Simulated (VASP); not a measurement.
# Al (a cell with a defect) in VASP: single point with PBE

Aim: the single point of Al (a cell with a defect) with PBE.

Program: VASP 6.6.1. These are calculated values, not measurements. Logs are shortened: lines on timing, memory, paths and dates and some standing lists are left out, and cuts for length are marked.

## Step 1: The cell of the first run

The cell holds a defect, 33 atoms: a = 8.100 Å, b = 8.100 Å, c = 8.100 Å, α = 90.00°, β = 90.00°, γ = 90.00°.

## Step 2: Single point, PBE

File INCAR:

```
SYSTEM = Al
ALGO = Normal ; EDIFF = 1E-7
ENCUT = 520 ; GGA = PE
ISIF = 2 ; ISMEAR = 0
LASPH = .True. ; LCHARG = .False.
LREAL = Auto ; LWAVE = .False.
NBANDS = 72 ; NELM = 100
PREC = Accurate ; SIGMA = 0.05
```

File KPOINTS:

```
k-points
0
Gamma
  2 2 2
  0 0 0
```

File POSCAR:

```
Al
1.0
    8.1000000000      0.0000000000      0.0000000000
    0.0000000000      8.1000000000      0.0000000000
    0.0000000000      0.0000000000      8.1000000000
Al
33
Direct
    0.5008120988     -0.0004330864     -0.0006972840
    0.7487264198      0.2507470370      0.0032832099
    0.7465875309      0.0028760494      0.2542841975
   -0.0022362963      0.0031523457      0.0028643210
    0.2513949383      0.2500337037      0.0149317284
    0.4998260494      0.5018296296     -0.0019582716
    0.7547937037      0.7502430864      0.0169611111
    0.2513356790      0.0169533333      0.2432607407
    0.5013887654      0.2506395062      0.2546833333
    0.7464311111      0.4977139506      0.2541630864
    0.4901918519     -0.0111276543      0.5098928395
    0.7464907407      0.2507766667      0.4998455556
    0.7565148148      0.0153792593      0.7491333333
   -0.0015639506      0.4980846914      0.0016841975
    0.2455365432      0.7513171605      0.0341933333
   -0.0028134568      0.2511651852      0.2525576543
    0.2514812346      0.4849333333      0.2438138272
    0.5119969136      0.7500300000      0.2453386420
    0.0026164198     -0.0011634568      0.4999086420
    0.2517309877      0.2492169136      0.4901228395
    0.4892845679      0.5120609877      0.5108355556
    0.7552490123      0.7499607407      0.4890000000
    0.2444929630      0.0512135802      0.7579934568
    0.5119329630      0.2490723457      0.7495367901
    0.7560645679      0.4857711111      0.7491416049
   -0.0188787654      0.7495903704      0.2424661728
    0.0041160494      0.5028033333      0.5015116049
    0.2405086420      0.7518998765      0.4188295062
   -0.0138283951      0.2496320988      0.7488814815
    0.2449927160      0.4436143210      0.7573843210
    0.5754238272      0.7515016049      0.7588691358
   -0.0367098765      0.7512491358      0.7561069136
    0.2764834568      0.7466123457      0.7172064198
```

Potentials or basis: VASP PAW PBE potentials, release 64 (Al).

Started as:

```console
cat potpaw_PBE.64/Al/POTCAR > POTCAR
mpirun -np 1 vasp_std > vasp.out
```

OUTCAR:

```text
SYSTEM = Al
   EDIFF = 1E-7
   ENCUT = 520
   GGA = PE
   ISIF = 2
   ISMEAR = 0
   LASPH = .True.
   LREAL = Auto
   NELM = 100
   PREC = Accurate

 ion  position               nearest neighbor table
   1  0.501  1.000  0.999-   8 2.83  18 2.84   2 2.86  24 2.86  31 2.86   5 2.87   3 2.87  23 2.88
                             7 2.89  15 2.90  13 2.90   9 2.90
   2  0.749  0.251  0.003-  25 2.80  13 2.81  24 2.81  29 2.82   4 2.84  14 2.85  16 2.85  10 2.85
                             9 2.86   3 2.86   1 2.86   6 2.86
   3  0.747  0.003  0.254-  18 2.79  22 2.80  26 2.80   7 2.81   9 2.82  12 2.83   2 2.86  16 2.86
                             1 2.87  19 2.87   4 2.88  11 2.93
   4  0.998  0.003  0.003-  26 2.83   8 2.83  13 2.84  23 2.84   7 2.84   2 2.84  16 2.85  29 2.87
                             5 2.87  32 2.87  15 2.87   3 2.88
   5  0.251  0.250  0.015-  30 2.61  23 2.63   8 2.64  17 2.66   9 2.81  16 2.82   1 2.87   6 2.87
                             4 2.87  14 2.87  24 3.01  29 3.04
   6  0.500  0.502  0.998-  17 2.83  18 2.84   2 2.86  31 2.87   5 2.87  24 2.87  30 2.88  10 2.88
                             7 2.89  25 2.90  15 2.90   9 2.91
   7  0.755  0.750  0.017-  31 2.55  26 2.59  18 2.70  32 2.70  10 2.81   3 2.81  14 2.84   4 2.84
                             1 2.89   6 2.89  25 3.05  13 3.05
   8  0.251  0.017  0.243-  28 2.58   5 2.64  15 2.74  20 2.75   9 2.77  16 2.80   1 2.83   4 2.83
                            19 2.90  11 2.91  18 3.02  26 3.08
   9  0.501  0.251  0.255-   8 2.77  17 2.78  20 2.78   5 2.81  12 2.81  10 2.82   3 2.82   2 2.86
[... 34 lines left out ...]
                            27 2.90  19 2.91  17 3.06   8 3.08
  27  0.004  0.503  0.502-  25 2.84  22 2.84  28 2.86  16 2.87  29 2.87  20 2.87  30 2.89  10 2.89
                            17 2.90  32 2.90  26 2.90  12 2.92
  28  0.241  0.752  0.419-  33 2.43  26 2.54   8 2.58  17 2.59  18 2.61  19 2.85  27 2.86  11 2.88
                            21 2.90  15 3.12
  29  0.986  0.250  0.749-  30 2.62  23 2.64  13 2.66  25 2.67  12 2.80   2 2.82  19 2.87   4 2.87
                            27 2.87  14 2.87  20 3.00   5 3.04
  30  0.245  0.444  0.757-  33 2.49   5 2.61  29 2.62  24 2.68  20 2.68  14 2.85  21 2.87   6 2.88
                            27 2.89  23 3.18  15 3.35
  31  0.575  0.752  0.759-  33 2.45   7 2.55  13 2.59  25 2.60  22 2.63   1 2.86   6 2.87  11 2.87
                            21 2.88  32 3.14
  32  0.963  0.751  0.756-  33 2.56   7 2.70  13 2.72  25 2.73  22 2.74   4 2.87  14 2.87  27 2.90
                            19 2.90  31 3.14  15 3.21  23 3.33
  33  0.276  0.747  0.717-  28 2.43  31 2.45  30 2.49  23 2.50  32 2.56  15 2.58  21 3.06  11 3.11

  LATTYP: Found a simple cubic cell.
 ALAT       =     8.1000000000

  Lattice vectors:

 A1 = (   8.1000000000,   0.0000000000,   0.0000000000)
 A2 = (   0.0000000000,   8.1000000000,   0.0000000000)
 A3 = (   0.0000000000,   0.0000000000,   8.1000000000)

Analysis of symmetry for initial positions (statically):
=====================================================================
 Subroutine PRICEL returns:
 Original cell was already a primitive cell.

 Routine SETGRP: Setting up the symmetry group for a
[... 182 lines left out ...]
   IALGO  =     38    algorithm
   IMIX   =      4    mixing-type and parameters
     AMIX     =   0.40;   BMIX     =  1.00
     AMIX_MAG =   1.60;   BMIX_MAG =  1.00
  volume/ion in A,a.u.               =      16.10       108.68
  Fermi-wavevector in a.u.,A,eV,Ry     =   0.934978  1.766853 11.894002  0.874184
  Thomas-Fermi vector in A             =   2.061839
   LORBIT       =      0    0 simple, 1 ext, 2 COOP (PROOUT), +10 PAW based schemes
   GGA     = PE    functional components
   LHFCALC =     F    Hartree Fock is set to
   AEXX    =    0.0000 exact exchange contribution
   IVDW    =     0    specifies the selected vdW correction
   LEPSILON=     F    determine dielectric tensor
   LRPA    =     F    only Hartree local field effects (RPA)
 non-spin polarized calculation
 Gauss-broadening in eV      SIGMA  =   0.05
  energy-cutoff  :      520.00
  volume of cell :      531.44
 maximum number of plane-waves:     14400
   NGX = 31   NGY = 31   NGZ = 31

 number of electron      99.0000000 magnetization

 Free energy of the ion-electron system (eV)
  ---------------------------------------------------
  ext. energy  EPLUGINS =         0.00000000
  ---------------------------------------------------
  free energy    TOTEN  =      -121.55516438 eV

  energy without entropy =     -121.54574011  energy(sigma->0) =     -121.55045225

 E-fermi :   7.8377     XC(G=0): -10.2724

 val. band max:        7.7972303832   @ k =   0.5000   0.5000   0.5000
 cond. band min:       7.8474979984   @ k =   0.5000   0.5000   0.5000
 fundamental gap:      0.0502676152
 Fermi energy:         7.8377409134

 k-point     1 :       0.0000    0.0000    0.0000
  band No.  band energies     occupation
      1      -3.0794      2.00000
      2      -1.0818      2.00000
      3      -1.0660      2.00000
      4      -0.8160      2.00000
      5      -0.6985      2.00000
      6      -0.6949      2.00000
[... 501 lines left out ...]
     60      11.1664      0.00000
     61      11.1799      0.00000
 [bands above 61 left out]

------------------------ aborting loop because EDIFF is reached ----------------------------------------

  FORCE on cell =-STRESS in cart. coord.  units (eV):
  Direction    XX          YY          ZZ          XY          YZ          ZX
  --------------------------------------------------------------------------------------
  -------------------------------------------------------------------------------------
  Total       15.6254694     14.9869540     15.8026181      0.0410397     -0.0351152      0.5695579
  in kB       47.1073419     45.1823587     47.6414060      0.1237257     -0.1058646      1.7170912
  external PRESSURE =      46.6437022 kB  Pullay stress =       0.0000000 kB

 VOLUME and BASIS-vectors are now :
 -----------------------------------------------------------------------------
  energy-cutoff  :      520.00
  volume of cell :      531.44
      direct lattice vectors                 reciprocal lattice vectors
     8.100000000  0.000000000  0.000000000     0.123456790  0.000000000  0.000000000
     0.000000000  8.100000000  0.000000000     0.000000000  0.123456790  0.000000000
     0.000000000  0.000000000  8.100000000     0.000000000  0.000000000  0.123456790

 POSITION                                       TOTAL-FORCE (eV/Angst)
 -----------------------------------------------------------------------------------
      4.05658      8.09649      8.09435         0.003005     -0.015814     -0.023659
      6.06468      2.03105      0.02659        -0.001341     -0.000960     -0.005851
      6.04736      0.02330      2.05970         0.013278     -0.001333     -0.010518
      8.08189      0.02553      0.02320        -0.003134     -0.002250     -0.003887
      2.03630      2.02527      0.12095         0.006502     -0.006510      0.013378
      4.04859      4.06482      8.08414         0.001755      0.013735     -0.014471
[... 25 lines left out ...]
      7.80265      6.08512      6.12447        -0.080186     -0.005053      0.006757
      2.23952      6.04756      5.80937        -0.070119      0.002107      0.114898
 -----------------------------------------------------------------------------------
    total drift:                                0.018136     -0.007675     -0.009495

  FREE ENERGIE OF THE ION-ELECTRON SYSTEM (eV)
  ---------------------------------------------------
  free  energy   TOTEN  =      -121.5551643794 eV

  energy  without entropy=     -121.5457401118  energy(sigma->0) =     -121.55045225
```

It took 14 min on 1 thread of Intel Xeon 8259CL, shared host; peak memory 0.56 GiB.

Results:

```yaml
Free_energy: -121.5552 eV
Pressure: 4.7 GPa
Largest_force: 0.135 eV/Å
Band_gap_on_the_k_mesh: zero (an odd number of electrons rules out a gap without spin polarisation)
```

Forces in eV/Å, atoms in the order of the input:
```
Al   0.003 -0.016 -0.024
Al  -0.001 -0.001 -0.006
Al   0.013 -0.001 -0.011
Al  -0.003 -0.002 -0.004
Al   0.007 -0.007  0.013
Al   0.002  0.014 -0.014
Al  -0.001 -0.002 -0.007
Al   0.007 -0.011  0.007
Al   0.005  0.003 -0.004
Al   0.013  0.008 -0.009
Al  -0.009 -0.028  0.007
Al  -0.002  0.000 -0.008
Al  -0.017  0.007 -0.012
Al   0.000  0.003 -0.001
Al  -0.006 -0.005  0.066
Al   0.003 -0.005  0.005
Al   0.004  0.004  0.002
Al   0.032 -0.001 -0.024
Al   0.020 -0.023  0.014
Al   0.004  0.002 -0.028
Al  -0.009  0.031  0.005
Al   0.003 -0.001 -0.019
Al   0.005  0.057 -0.015
Al   0.013  0.005 -0.020
Al  -0.013 -0.001 -0.013
Al   0.040  0.005  0.017
Al   0.010  0.025  0.005
Al   0.069 -0.015  0.029
Al  -0.019 -0.002 -0.010
Al   0.003 -0.021 -0.011
Al  -0.027 -0.018 -0.054
Al  -0.080 -0.005  0.007
Al  -0.070  0.002  0.115
```

Stress tensor (GPa, compression positive):
```
 4.71  0.01  0.17
 0.01  4.52 -0.01
 0.17 -0.01  4.76
```

Caveat: the k points lie up to 0.39 Å⁻¹ apart, too coarse for converged energies and pressures of a metal.

The gap in the log of VASP goes by the Fermi energy; the results here count the filled bands.